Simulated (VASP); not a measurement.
Crystal: Si2Ge.

```xyz
3
Lattice="-1.4305 1.4305 6.0691 1.4305 -1.4305 6.0691 1.4305 1.4305 -6.0691" Properties=species:S:1:pos:R:3 pbc="T T T"
Si    0.0000    0.0000    8.0921
Si    0.0000    0.0000    4.0460
Ge    0.0000    0.0000    0.0000
```

| Item | Value |
| --- | --- |
| Program | VASP 6.6.1 |
| Task | relaxation of cell and atoms |
| Functional | PBE |
| Potentials or basis | VASP PAW PBE potentials, release 64 (Si, Ge_d) |
| Cutoff | 600 eV |
| k mesh | 8 × 8 × 8 |
| Occupations | gaussian, width 0.1 eV |
| Spin | no spin polarisation |

At the start: pressure 0.6 GPa; volume 16.56 Å³/atom.

Question: How do energy, volume and symmetry change on relaxing?

Answer: Over 14 steps the energy falls by 34.4 meV/atom and the volume is 16.46 Å³/atom (-0.6 %); space group I4/mmm (No. 139, to 0.1 Å) before and after.

The path:
```tsv
step	energy change (eV)	largest force (eV/Å)	pressure (GPa)	volume (Å³)
1	0.0000	0.6007	0.58	49.68
2	-0.0341	0.4333	-0.33	50.11
3	-0.0666	0.1408	-1.71	50.90
4	-0.0691	0.0396	-1.86	51.18
5	-0.0944	0.2042	0.05	49.36
6	-0.0946	0.2236	0.31	49.22
7	-0.0908	0.1336	1.56	48.61
8	-0.0994	0.1762	0.71	49.00
9	-0.0994	0.1680	0.76	48.96
10	-0.1023	0.0494	-0.48	49.68
11	-0.1024	0.0651	-0.37	49.57
12	-0.1024	0.0693	-0.12	49.54
13	-0.1024	0.0669	-0.34	49.56
14	-0.1033	0.0246	-0.17	49.39
```

Final structure:
```cif
data_structure
_symmetry_space_group_name_H-M 'P 1'
_symmetry_Int_Tables_number 1
_cell_length_a 6.6449
_cell_length_b 6.6449
_cell_length_c 6.6449
_cell_angle_alpha 155.762
_cell_angle_beta 155.762
_cell_angle_gamma 34.543
_cell_volume 49.39
loop_
_atom_site_label
_atom_site_type_symbol
_atom_site_fract_x
_atom_site_fract_y
_atom_site_fract_z
_atom_site_occupancy
Si1 Si 0.67575 0.67575 0.00000 1
Si2 Si 0.32425 0.32425 0.00000 1
Ge1 Ge 0.00000 0.00000 0.00000 1
```
